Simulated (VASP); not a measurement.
A run of VASP 6.6.1 is set up as follows.

The input INCAR:

```
ALGO = Normal
EDIFF = 1E-6
ENCUT = 520
GGA = PS
ISIF = 2
ISMEAR = -1
LASPH = True
LCHARG = False
LREAL = Auto
LWAVE = False
NBANDS = 60
NELM = 80
PREC = Accurate
SIGMA = 0.02
```

The input KPOINTS:

```
k-points
0
Gamma
  2 2 1
```

File POSCAR:

```
Si8H3Cl
1.0
    7.6791800000      0.0000000000      0.0000000000
    3.8395900000      6.6503650000      0.0000000000
    0.0000000000      0.0000000000     18.8687650000
H Si Cl
6 16 2
Direct
    0.1666668792      0.1666675438      0.0529976392
    0.6666681814      0.1666675438      0.0529976392
    0.1666662146      0.6666701752      0.0529976392
    0.6666675168      0.6666701752      0.0529976392
    0.0002920382      0.5238208730      0.4236472286
    0.4976661703      0.4999575211      0.4227303695
    0.1666668792      0.1666675438      0.1324940981
    0.6666681814      0.1666675438      0.1324940981
    0.1666662146      0.6666701752      0.1324940981
    0.6666675168      0.6666701752      0.1324940981
   -0.1781684712      0.3341470731      0.1791691189
    0.3390836643      0.3236062983      0.1714314636
   -0.1802967327      0.8394727207      0.1797149946
    0.3355771571      0.8354127931      0.1656653204
   -0.1621729680      0.3322374035      0.3089974357
    0.3457518462      0.2984197108      0.2917732030
   -0.1646496267      0.8180753989      0.3067715349
    0.3202900249      0.8043919394      0.2906284540
    0.0050418373     -0.0033381626      0.3412729980
    0.4828709312     -0.0212920644      0.3321468045
   -0.0031266827      0.5004988448      0.3432551097
    0.5007669757      0.4782594640      0.3410928060
    0.4717100406      0.0256677641      0.4447932867
    0.0471432214     -0.0386294587      0.4473265738
```

Potentials or basis: VASP PAW PBE potentials, release 64 (H, Si, Cl).

Run with:

```console
$ cat potpaw_PBE.64/H/POTCAR potpaw_PBE.64/Si/POTCAR potpaw_PBE.64/Cl/POTCAR > POTCAR
$ mpirun -np 1 vasp_std > vasp.out
```

Predict the largest force.

2.162 eV/Å.

Predict the band gap on the k mesh.

0.87 eV.

Forces on the atoms (eV/Å):
```
H   -0.084  0.052 -0.128
H    0.121 -0.060 -0.071
H   -0.184 -0.061 -0.148
H    0.126 -0.098 -0.100
H   -0.014 -0.287 -0.349
H   -0.273 -0.038 -0.654
Si  -0.782  0.596  0.192
Si  -0.087 -0.377  0.332
Si  -0.638  0.039  0.420
Si   0.245 -0.342  0.332
Si   1.095 -0.026  0.052
Si  -0.102  0.910 -0.536
Si   0.974 -0.575 -0.332
Si  -0.603 -0.440  0.747
Si  -0.761  0.015 -1.141
Si  -0.289  1.717  1.151
Si  -0.295  1.858 -1.065
Si   0.836  0.172  0.046
Si  -0.804 -0.582 -0.775
Si   0.508 -0.850  0.979
Si   1.427 -1.368  0.464
Si  -0.343 -0.094  0.319
Cl  -0.108 -0.138 -0.630
Cl   0.034 -0.024  0.895
```

Caveat: the k points lie up to 0.47 Å⁻¹ apart; the PAW data sets were made with another functional, which shifts forces and pressure a little.
